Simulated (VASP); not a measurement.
# PtSe2 (P-3m1) in VASP: notebook

The runs below take PtSe2 through relaxation of the atoms, with PBE.

Everything below comes from runs of VASP 6.6.1. Logs are shortened: lines on timing, memory, paths and dates and some standing lists are left out, and cuts for length are marked.

**1. The cell of the first run**

The structure is trigonal, space group P-3m1 (No. 164). The conventional cell has a = 3.728 Å, b = 3.728 Å, c = 5.031 Å, α = 90.00°, β = 90.00°, γ = 120.00°. Within 3.3 Å of Pt (site symmetry -3m) lie 6 Se at 2.51 Å. Within 3.4 Å of Se (site symmetry 3m) lie 3 Pt at 2.51 Å and 6 Se at 3.27 to 3.35 Å.

**2. Relaxation of the atoms, PBE**

File INCAR:

```
PREC     = Accurate       # precision mode
ENCUT    = 520            # plane-wave cutoff, eV
EDIFF    = 1E-6           # SCF threshold, eV
ISMEAR   = -1             # smearing method
SIGMA    = 0.05           # smearing width, eV
LREAL    = F              # projectors in reciprocal space
LASPH    = T              # aspherical terms in the spheres
NELM     = 60             # most SCF steps
ALGO     = Normal         # electronic algorithm
ISIF     = 2              # what is computed and relaxed
LWAVE    = F              # write WAVECAR
LCHARG   = F              # write CHGCAR
GGA      = PE             # functional
IBRION   = 2              # ionic algorithm
NSW      = 80             # ionic steps
EDIFFG   = -0.02          # ionic threshold
KPAR     = 4
```

File KPOINTS:

```
regular mesh
0
Gamma
  14 14 9
```

File POSCAR:

```
PtSe2
1.0
    3.7278000000      0.0000000000      0.0000000000
   -1.8639000000      3.2283695002      0.0000000000
    0.0000000000      0.0000000000      5.0313000000
Pt Se
1 2
Direct
    0.0000000000      0.0000000000      0.0000000000
    0.3333333333      0.6666666667      0.2550000000
    0.6666666667      0.3333333333      0.7450000000
```

Potentials or basis: VASP PAW PBE potentials, release 64 (Pt, Se).

Started as:

```
> cat potpaw_PBE.64/Pt/POTCAR potpaw_PBE.64/Se/POTCAR > POTCAR
> mpirun -np 4 vasp_std > vasp.out
```

OUTCAR:

```text
PREC = Accurate
   ENCUT = 520
   EDIFF = 1E-6
   ISMEAR = -1
   LREAL = F
   LASPH = T
   NELM = 60
   ISIF = 2
   GGA = PE
   IBRION = 2
   NSW = 80
   EDIFFG = -0.02

 ion  position               nearest neighbor table
   1  0.000  0.000  0.000-   2 2.51   3 2.51   2 2.51   3 2.51   3 2.51   2 2.51
   2  0.333  0.667  0.255-   1 2.51   1 2.51   1 2.51
   3  0.667  0.333  0.745-   1 2.51   1 2.51   1 2.51

  LATTYP: Found a hexagonal cell.
 ALAT       =     3.7278000000
 C/A-ratio  =     1.3496700467

  Lattice vectors:

 A1 = (   3.7278000000,   0.0000000000,   0.0000000000)
 A2 = (  -1.8639000000,   3.2283695002,   0.0000000000)
 A3 = (   0.0000000000,   0.0000000000,   5.0313000000)

Analysis of symmetry for initial positions (statically):
=====================================================================
 Subroutine PRICEL returns:
 Original cell was already a primitive cell.

 Routine SETGRP: Setting up the symmetry group for a
 hexagonal supercell.

 Subroutine GETGRP returns: Found 12 space group operations
 (whereof 12 operations were pure point group operations)
 out of a pool of 24 trial point group operations.

The static configuration has the point symmetry D_3d.

Analysis of symmetry for dynamics (positions and initial velocities):
=====================================================================
 Subroutine PRICEL returns:
 Original cell was already a primitive cell.

 Routine SETGRP: Setting up the symmetry group for a
 hexagonal supercell.

 Subroutine GETGRP returns: Found 12 space group operations
 (whereof 12 operations were pure point group operations)
 out of a pool of 24 trial point group operations.

The dynamic configuration has the point symmetry D_3d.

 Subroutine INISYM returns: Found 12 space group operations
 (whereof 12 operations are pure point group operations),
 and found     1 'primitive' translations

----------------------------------------------------------------------------------------

                                     Primitive cell

  volume of cell :      60.5503

  direct lattice vectors                    reciprocal lattice vectors
     3.727800000  0.000000000  0.000000000     0.268254735  0.154876943  0.000000000
    -1.863900000  3.228369500  0.000000000     0.000000000  0.309753887  0.000000000
     0.000000000  0.000000000  5.031300000     0.000000000  0.000000000  0.198755789

  length of vectors
     3.727800000  3.727800000  5.031300000     0.309753887  0.309753887  0.198755789

[... 105 lines left out ...]
  Thomas-Fermi vector in A             =   2.304672
   LORBIT       =      0    0 simple, 1 ext, 2 COOP (PROOUT), +10 PAW based schemes
   GGA     = PE    functional components
   LHFCALC =     F    Hartree Fock is set to
   AEXX    =    0.0000 exact exchange contribution
   IVDW    =     0    specifies the selected vdW correction
   LEPSILON=     F    determine dielectric tensor
   LRPA    =     F    only Hartree local field effects (RPA)
 conjugate gradient relaxation of ions
 non-spin polarized calculation
  energy-cutoff  :      520.00
  volume of cell :       60.55
 maximum number of plane-waves:      1652
   NGX = 13   NGY = 13   NGZ = 19

--------------------------------------- Ionic step        1  -------------------------------------------

 number of electron      22.0000000 magnetization

 Free energy of the ion-electron system (eV)
  ---------------------------------------------------
  ext. energy  EPLUGINS =         0.00000000
  ---------------------------------------------------
  free energy    TOTEN  =       -14.20458208 eV

  energy without entropy =      -14.19883671  energy(sigma->0) =      -14.20170939

------------------------ aborting loop because EDIFF is reached ----------------------------------------

  FORCE on cell =-STRESS in cart. coord.  units (eV):
  Direction    XX          YY          ZZ          XY          YZ          ZX
  --------------------------------------------------------------------------------------
  -------------------------------------------------------------------------------------
  Total        2.5353032      2.5353032      1.7537901      0.0000000     -0.0000000      0.0000000
  in kB       67.0848482     67.0848482     46.4057868      0.0000000     -0.0000000      0.0000000
  external PRESSURE =      60.1918277 kB  Pullay stress =       0.0000000 kB
[... 61 lines left out ...]
--------------------------------------- Ionic step        3  -------------------------------------------

 number of electron      21.9999999 magnetization

 Free energy of the ion-electron system (eV)
  ---------------------------------------------------
  ext. energy  EPLUGINS =         0.00000000
  ---------------------------------------------------
  free energy    TOTEN  =       -14.21314461 eV

  energy without entropy =      -14.20734564  energy(sigma->0) =      -14.21024513

 E-fermi :   6.5045     XC(G=0): -10.6965

 val. band max:        6.4991749032   @ k =   0.0000   0.2857   0.3333
 cond. band min:       6.5413166744   @ k =   0.0714   0.0000   0.1111
 fundamental gap:      0.0421417712
 Fermi energy:         6.5044761018

 k-point     1 :       0.0000    0.0000    0.0000
  band No.  band energies     occupation
      1      -9.0578      2.00000
      2      -6.2684      2.00000
      3      -0.6399      2.00000
      4       0.3299      2.00000
      5       0.3299      2.00000
      6       2.6657      2.00000
      7       2.6657      2.00000
      8       3.9148      2.00000
      9       5.5568      2.00000
     10       5.5568      2.00000
     11       7.0880      0.00002
     12       7.7794      0.00000
     13       7.7794      0.00000
     14      10.1123      0.00000
[... 401 lines left out ...]
      2      -7.0317      2.00000
      3      -0.2969      2.00000
      4       0.5240      2.00000
      5       0.6296      2.00000
      6       1.8196      2.00000
      7       1.9573      2.00000
      8       2.9542      2.00000
      9       3.8895      2.00000
     10       4.5323      2.00000
     11       5.0522      2.00000
     12       6.4872      1.17110
     13       6.5953      0.27990
     14      10.3546      0.00000
     15      14.1135      0.00000

 [... further k-points ...]

------------------------ aborting loop because EDIFF is reached ----------------------------------------

  FORCE on cell =-STRESS in cart. coord.  units (eV):
  Direction    XX          YY          ZZ          XY          YZ          ZX
  --------------------------------------------------------------------------------------
  -------------------------------------------------------------------------------------
  Total        1.9536639      1.9536639      1.0397056      0.0000000      0.0000000      0.0000000
  in kB       51.6945051     51.6945051     27.5109067      0.0000000      0.0000000      0.0000000
  external PRESSURE =      43.6333056 kB  Pullay stress =       0.0000000 kB
[... 18 lines left out ...]
  FREE ENERGIE OF THE ION-ELECTRON SYSTEM (eV)
  ---------------------------------------------------
  free  energy   TOTEN  =       -14.2131446144 eV

  energy  without entropy=      -14.2073456386  energy(sigma->0) =      -14.21024513

 reached required accuracy - stopping structural energy minimisation
```

It took 62 s on 4 MPI ranks of Intel Xeon Platinum 8375C at 2.90GHz (Ice Lake), shared host; peak memory 0.31 GiB.

Results:

| Quantity | Value |
| --- | --- |
| Free energy | -14.2131 eV |
| Energy gained by relaxing | 2.9 meV/atom |
| Ionic steps | 3 |
| Pressure after relaxing | 4.4 GPa |
| Largest force after relaxing | 0.005 eV/Å |
| Band gap on the k mesh | zero (bands 11 and 12 overlap by 0.62 eV) |

Forces in eV/Å, atoms in the order of the input:
```
Pt   0.000  0.000  0.000
Se   0.000  0.000 -0.005
Se   0.000  0.000  0.005
```

Step by step:
```
step  energy change (eV)  largest force (eV/Å)  pressure (GPa)
   1              0.0000                0.3229            6.02
   2             -0.0071                0.1336            5.06
   3             -0.0086                0.0049            4.36
```

Final structure:
```cif
data_structure
_symmetry_space_group_name_H-M 'P 1'
_symmetry_Int_Tables_number 1
_cell_length_a 3.7278
_cell_length_b 3.7278
_cell_length_c 5.0313
_cell_angle_alpha 90.000
_cell_angle_beta 90.000
_cell_angle_gamma 120.000
_cell_volume 60.55
loop_
_atom_site_label
_atom_site_type_symbol
_atom_site_fract_x
_atom_site_fract_y
_atom_site_fract_z
_atom_site_occupancy
Pt1 Pt 0.00000 0.00000 0.00000 1
Se1 Se 0.33333 0.66667 0.26042 1
Se2 Se 0.66667 0.33333 0.73958 1
```

Caveat: spin-orbit coupling is left out, which moves the levels of the heavy elements.

**3. Relaxation of the atoms, PBE (z stretched by +2 %)**

File INCAR:

```
ALGO = Normal ; EDIFF = 1E-7
EDIFFG = -0.02 ; ENCUT = 520
GGA = PE ; IBRION = 2
ISIF = 2 ; ISMEAR = -1
KPAR = 4 ; LASPH = True
LCHARG = False ; LREAL = False
LWAVE = False ; NELM = 100
NSW = 80 ; PREC = Accurate
SIGMA = 0.05
```

File KPOINTS:

```
k-points
0
Gamma
  14 14 9
```

File POSCAR:

```
PtSe2
1.0
    3.7278000000      0.0000000000      0.0000000000
   -1.8639000000      3.2283695002      0.0000000000
    0.0000000000      0.0000000000      5.1319260000
Pt Se
1 2
Direct
    0.0000000000      0.0000000000      0.0000000000
    0.3333333333      0.6666666667      0.2602149854
    0.6666666667      0.3333333333      0.7397850146
```

Potentials or basis: VASP PAW PBE potentials, release 64 (Pt, Se).

Started as:

```
> cat potpaw_PBE.64/Pt/POTCAR potpaw_PBE.64/Se/POTCAR > POTCAR
> mpirun -np 4 vasp_std > vasp.out
```

Run time: 2.9 min. Hardware: 4 MPI ranks of AMD EPYC 7R43 (Zen 3), shared host; peak memory 0.28 GiB.

It converged, with:

```yaml
Free_energy: -14.2314 eV
Energy_gained_by_relaxing: 1.9 meV/atom
Ionic_steps: 3
Pressure_after_relaxing: 3.6 GPa
Largest_force_after_relaxing: 0.008 eV/Å
Band_gap_on_the_k_mesh: zero (bands 11 and 12 overlap by 0.50 eV)
```

Forces in eV/Å, atoms in the order of the input:
```
Pt   0.000  0.000  0.000
Se   0.000  0.000 -0.008
Se   0.000  0.000  0.008
```

Stress tensor (GPa, compression positive):
```
4.36 0.00 0.00
0.00 4.36 0.00
0.00 0.00 1.97
```

Step by step:
```csv
step,energy change (eV),largest force (eV/Å),pressure (GPa)
1,0.0000,0.2479,2.35
2,-0.0044,0.1156,3.02
3,-0.0056,0.0084,3.56
```

Final structure:
```
CELL_PARAMETERS angstrom
3.72780 0.00000 0.00000
-1.86390 3.22837 0.00000
0.00000 0.00000 5.13193
ATOMIC_POSITIONS crystal
Pt 0.00000 0.00000 0.00000
Se 0.33333 0.66667 0.25604
Se 0.66667 0.33333 0.74396
```

Levels at points of the mesh, in eV from the Fermi level:
```csv
k point,band 7,band 8,band 9,band 10,band 11,band 12,band 13,band 14,band 15
"(0.00, 0.00, 0.00)",-3.83,-2.59,-0.95,-0.95,0.45,1.37,1.37,3.72,4.10
"(0.50, 0.00, 0.00)",-3.72,-3.33,-3.29,-3.25,-2.88,0.62,2.27,4.84,5.82
```

Caveat: the cell differs from its parent crystal (z stretched by +2 %); spin-orbit coupling is left out, which moves the levels of the heavy elements.

**4. Relaxation of the atoms, PBE (19.78 Å³/atom)**

This run uses another cell than the first one, of 19.78 Å³/atom.

File INCAR:

```
SYSTEM = PtSe2
PREC = Accurate ; ENCUT = 520
EDIFF = 1E-7 ; ISMEAR = -1
SIGMA = 0.05 ; LREAL = .FALSE.
LASPH = .TRUE. ; NELM = 60
ALGO = Normal ; ISIF = 2
LWAVE = .FALSE. ; LCHARG = .FALSE.
GGA = PE ; IBRION = 2
NSW = 80 ; EDIFFG = -0.02
KPAR = 4
```

File KPOINTS:

```
Automatic mesh
0
G
  14 14 9
  0 0 0
```

File POSCAR:

```
PtSe2
1.0
    3.7027804542      0.0000000000      0.0000000000
   -1.8513902271      3.2067019380      0.0000000000
    0.0000000000      0.0000000000      4.9975318684
Pt Se
1 2
Direct
    0.0000000000      0.0000000000      0.0000000000
    0.3333333333      0.6666666667      0.2602149854
    0.6666666667      0.3333333333      0.7397850146
```

Started as:

```
> cat potpaw_PBE.64/Pt/POTCAR potpaw_PBE.64/Se/POTCAR > POTCAR
> mpirun -np 4 vasp_std > vasp.out
```

Run time: 2.2 min. Hardware: 4 MPI ranks of Oxide Virtual Turin-like, shared host; peak memory 0.28 GiB.

It converged, with:

```
Free energy                  : -14.1735 eV
Energy gained by relaxing    : 1.5 meV/atom
Ionic steps                  : 3
Pressure after relaxing      : 6.1 GPa
Largest force after relaxing : 0.006 eV/Å
Band gap on the k mesh       : zero (bands 11 and 12 overlap by 0.68 eV)
```

Forces on the atoms (eV/Å):
```
Pt   0.000  0.000  0.000
Se   0.000  0.000 -0.006
Se   0.000  0.000  0.006
```

Stress tensor (GPa, compression positive):
```
7.25 0.00 0.00
0.00 7.25 0.00
0.00 0.00 3.65
```

The path:
```
step  energy change (eV)  largest force (eV/Å)  pressure (GPa)
   1              0.0000                0.2403            7.30
   2             -0.0039                0.0962            6.57
   3             -0.0046                0.0063            6.05
```

Final structure:
```
Pt Se
1.0
     3.70278    0.00000    0.00000
    -1.85139    3.20670    0.00000
     0.00000    0.00000    4.99753
Pt Se
1 2
Direct
  0.00000 0.00000 0.00000
  0.33333 0.66667 0.26422
  0.66667 0.33333 0.73578
```

Levels at points of the mesh, in eV from the Fermi level:
| k point | band 8 | band 9 | band 10 | band 11 | band 12 | band 13 | band 14 | band 15 |
| --- | --- | --- | --- | --- | --- | --- | --- | --- |
| (0.00, 0.00, 0.00) | -2.66 | -0.92 | -0.92 | 0.65 | 1.23 | 1.23 | 3.58 | 4.28 |
| (0.50, 0.00, 0.00) | -3.49 | -3.31 | -3.28 | -2.90 | 0.55 | 2.43 | 5.09 | 5.93 |

Caveat: spin-orbit coupling is left out, which moves the levels of the heavy elements.

**5. The runs side by side**

| cell | gap on the mesh (eV) | pressure (GPa) | largest force (eV/Å) |
| --- | --- | --- | --- |
| atoms relaxed from a = 3.728, b = 3.728, c = 5.031 Å, angles 90.0, 90.0, 120.0°, 3 atoms, atomic positions A | none | 4.4 | - |
| atoms relaxed from a = 3.728, b = 3.728, c = 5.132 Å, angles 90.0, 90.0, 120.0°, 3 atoms, atomic positions B | none | 3.6 | 0.01 |
| atoms relaxed from a = 3.703, b = 3.703, c = 4.998 Å, angles 90.0, 90.0, 120.0°, 3 atoms, atomic positions B | none | 6.1 | 0.01 |

Alike in all rows: task relaxation of the atoms; level PBE; potentials or basis VASP PAW PBE potentials, release 64 (Pt, Se); no spin polarisation; k mesh 14 × 14 × 9; cutoff (eV) 520; smearing fermi-dirac 0.05 eV.

Caveats: spin-orbit coupling is left out, which moves the levels of the heavy elements.

Total energies depend on the potentials used, so only differences within one code and one set of settings carry meaning.

The gap in the log of VASP goes by the Fermi energy; the results here count the filled bands.